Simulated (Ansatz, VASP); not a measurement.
**Ba4As in VASP and in Ansatz**

The input POSCAR:

```
Ba4As
1.0
    7.9276982900      0.0000000000      0.0000000000
   -3.9638491450      6.8655881127      0.0000000000
    0.0000000000      0.0000000000      7.1193061700
Ba As
4 1
Direct
    0.3333333333      0.6666666667      0.3055290700
    0.6666666667      0.3333333333      0.6944709300
    0.6666666666      0.3333333333      0.3055290700
    0.3333333334      0.6666666667      0.6944709300
    0.0000000000      0.0000000000      0.0000000000
```

The input INCAR.step1:

```
SYSTEM = Ba4As
PREC = Accurate
ENCUT = 520
ISMEAR = 0
SIGMA = 0.01
LREAL = .False.
LASPH = .True.
NELM = 100
NBANDS = 30
GGA = PE
ALGO = Normal
EDIFF = 1E-4
LWAVE = .True.
LCHARG = .False.
```

Contents of INCAR.step2:

```
SYSTEM = Ba4As
PREC = Accurate
ENCUT = 520
EDIFF = 1E-6
ISMEAR = 0
SIGMA = 0.01
LREAL = .False.
LASPH = .True.
NELM = 100
ALGO = Normal
ISIF = 2
LWAVE = .False.
LCHARG = .True.
METAGGA = R2SCAN
LMIXTAU = .True.
LUSE_VDW = .True.
IVDW_NL = 2
BPARAM = 11.95
CPARAM = 0.0093
LELF = .True.
LVHAR = .True.
NBANDS = 30
ISTART = 1
```

File KPOINTS:

```
Automatic mesh
0
Gamma
  3 3 3
  0 0 0
```

File input.yaml:

```yaml
crystal:
  lattice:
    - [7.92769829, 0.0, 0.0]
    - [-3.963849145, 6.8655881127, 0.0]
    - [0.0, 0.0, 7.11930617]
  atoms:
    - { symbol: Ba, position: [0.3333333333, 0.6666666667, 0.30552907] }
    - { symbol: Ba, position: [0.6666666667, 0.3333333333, 0.69447093] }
    - { symbol: Ba, position: [0.6666666666, 0.3333333333, 0.30552907] }
    - { symbol: Ba, position: [0.3333333334, 0.6666666667, 0.69447093] }
    - { symbol: As, position: [0.0, 0.0, 0.0] }
hamiltonian:
  xc: r2scan
  pseudopotentials: { kind: paw }
  dispersion: rvv10
kpoints:
  mp_grid: { grid: [3, 3, 3] }
scf:
  occupations: { method: gaussian, width: 0.01 }
  n_extra_bands: 12
output:
  forces: true
  stress: true
  eigenvalues: true
  dos: { projected: false, de: 0.05, nscf_kmesh: { grid: [5, 5, 5] } }
```

Alike in both runs: functional r2SCAN; dispersion rVV10; k mesh 3 × 3 × 3; occupations gaussian, width 0.01 eV; no spin polarisation.

```csv
,VASP,Ansatz
version,VASP 6.6.1,Ansatz 0.2.0
potentials or method,"VASP PAW PBE potentials, release 64 (Ba_sv, As)",Ansatz PAW
plane-wave cutoff (eV),520,500
valence electrons in the cell,45,55
task,single point,density of states
```

VASP gave:

* gap on the k mesh at the Fermi level (eV): none
* pressure (GPa): 0.4
* traceless stress, the component that is largest in VASP (GPa): 9.24
* rms of the force components (eV/Å): 2.428

**Question.** Estimate Ansatz's values.

**Answer.** gap on the k mesh at the Fermi level (eV): none; pressure (GPa): -0.2; traceless stress, the component that is largest in VASP (GPa): 8.34; rms of the force components (eV/Å): 2.056.

VASP's potentials were made for PBE, not for r2SCAN. Atom by atom the forces differ by 0.372 eV/Å (rms over components). A gap of «none» marks a metal or a gap that the smearing closes. VASP's potentials hold 45 valence electrons a cell and Ansatz's 55, so a difference there can come from the potentials and not from the codes.

Neither program's run includes spin-orbit coupling.
